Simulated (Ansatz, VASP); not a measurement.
# One calculation of Sr, two programs

INCAR

```
PREC = Accurate
ENCUT = 520
EDIFF = 1E-8
ISMEAR = -1
SIGMA = 0.08
LREAL = F
LASPH = T
NELM = 100
ALGO = Normal
ISIF = 2
LWAVE = F
LCHARG = F
GGA = PE
LEFG = T
NBANDS = 17
```

Contents of KPOINTS:

```
regular mesh
0
Gamma
  11 11 6
```

The input POSCAR:

```
Sr
1.0
    4.2978980819      0.0000000000      0.0000000000
   -2.1489490409      3.7220889218      0.0000000000
    0.0000000000      0.0000000000      7.0450325218
Sr
2
Direct
    0.3333333333      0.6666666667      0.2500000000
    0.6666666667      0.3333333333      0.7500000000
```

Input for Ansatz:

```yaml
crystal:
  lattice:
    - [4.2978980819, 0.0, 0.0]
    - [-2.1489490409, 3.7220889218, 0.0]
    - [0.0, 0.0, 7.0450325218]
  atoms:
    - { symbol: Sr, position: [0.3333333333, 0.6666666667, 0.25] }
    - { symbol: Sr, position: [0.6666666667, 0.3333333333, 0.75] }
kpoints:
  mp_grid: { grid: [11, 11, 6] }
scf:
  occupations: { method: fermi_dirac, width: 0.08 }
hamiltonian:
  xc: pbe
  pseudopotentials: { kind: paw }
output:
  forces: true
  stress: true
  eigenvalues: true
  efg: { contact_densities: true }
```

Change from the starting cell: volume scaled by 1.02, PAW files.

Alike in both runs: task electric field gradients; functional PBE; k mesh 11 × 11 × 6; occupations fermi-dirac, width 0.08 eV; no spin polarisation.

|  | VASP | Ansatz |
| --- | --- | --- |
| version | VASP 6.6.1 | Ansatz 0.2.0 |
| potentials or method | VASP PAW PBE potentials, release 64 (Sr_sv) | PAW with Ansatz's default frozen-core files, scalar-relativistic |
| plane-wave cutoff (eV) | 520 | 420 |
| valence electrons in the cell | 20 | 20 |

```csv
,VASP,Ansatz,Ansatz less VASP
pressure (GPa),-0.2,-0.2,0.00
size of Vzz on the site where it differs most (V/Å²),3.9,4.0,+0.12
```

With one functional, cell and mesh, what is left measures potentials, basis and numerics.
